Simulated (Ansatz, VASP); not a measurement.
LiF in VASP and in Ansatz

The input INCAR:

```
  ALGO = Normal
  EDIFF = 1E-6
  ENCUT = 520
  GGA = PE
  ISIF = 2
  ISMEAR = -1
  LASPH = True
  LCHARG = True
  LELF = True
  LREAL = False
  LVHAR = True
  LWAVE = False
  NBANDS = 18
  NELM = 100
  PREC = Accurate
  SIGMA = 0.02
```

Contents of KPOINTS:

```
k-points
0
Gamma
  12 12 6
```

File POSCAR:

```
LiF
1.0
    3.0810126371      0.0000000000      0.0000000000
   -1.5405063186      2.6682352131      0.0000000000
    0.0000000000      0.0000000000      4.8738718124
Li F
2 2
Direct
    0.3333333333      0.6666666667     -0.0050316358
    0.6666666667      0.3333333333      0.4949683642
    0.3333333333      0.6666666667      0.3800316358
    0.6666666667      0.3333333333      0.8800316358
```

Input for Ansatz:

```yaml
crystal:
  lattice:
    - [3.0810126371, 0.0, 0.0]
    - [-1.5405063186, 2.6682352131, 0.0]
    - [0.0, 0.0, 4.8738718124]
  atoms:
    - { symbol: Li, position: [0.3333333333, 0.6666666667, -0.0050316358] }
    - { symbol: Li, position: [0.6666666667, 0.3333333333, 0.4949683642] }
    - { symbol: F, position: [0.3333333333, 0.6666666667, 0.3800316358] }
    - { symbol: F, position: [0.6666666667, 0.3333333333, 0.8800316358] }
kpoints:
  mp_grid: { grid: [12, 12, 6] }
  band_path:
    path:
      - [0.0, 0.0, 0.0]
      - [0.5, 0.0, 0.0]
      - [0.3333333333, 0.3333333333, 0.0]
      - [0.0, 0.0, 0.5]
      - [0.5, 0.0, 0.5]
      - [0.3333333333, 0.3333333333, 0.5]
    npoints: 1
hamiltonian:
  xc: pbe
scf:
  occupations: { method: fermi_dirac, width: 0.02 }
  n_extra_bands: 5
output:
  forces: true
  stress: true
  eigenvalues: true
  write_density: true
  write_potential: true
  elf: true
  volumetric_format: npy
```

Change from the starting cell: uniaxial_z strain +1.9%.

Alike in both runs: task single point; functional PBE; k mesh 12 × 12 × 6; occupations fermi-dirac, width 0.02 eV; no spin polarisation.

|  | VASP | Ansatz |
| --- | --- | --- |
| version | VASP 6.6.1 | Ansatz 0.2.0 |
| potentials or method | VASP PAW PBE potentials, release 64 (Li_sv, F) | plane waves, PAW |
| plane-wave cutoff (eV) | 520 | 420 |
| valence electrons in the cell | 20 | 20 |

```tsv
	VASP	Ansatz	Ansatz less VASP
gap on the k mesh at the Fermi level (eV)	7.79	7.80	+0.012
```

The functional is the same, so the differences come from potentials, cutoffs and numerics.

Noted on VASP's run: the cutoff is short for stress, so the pressure is rough.
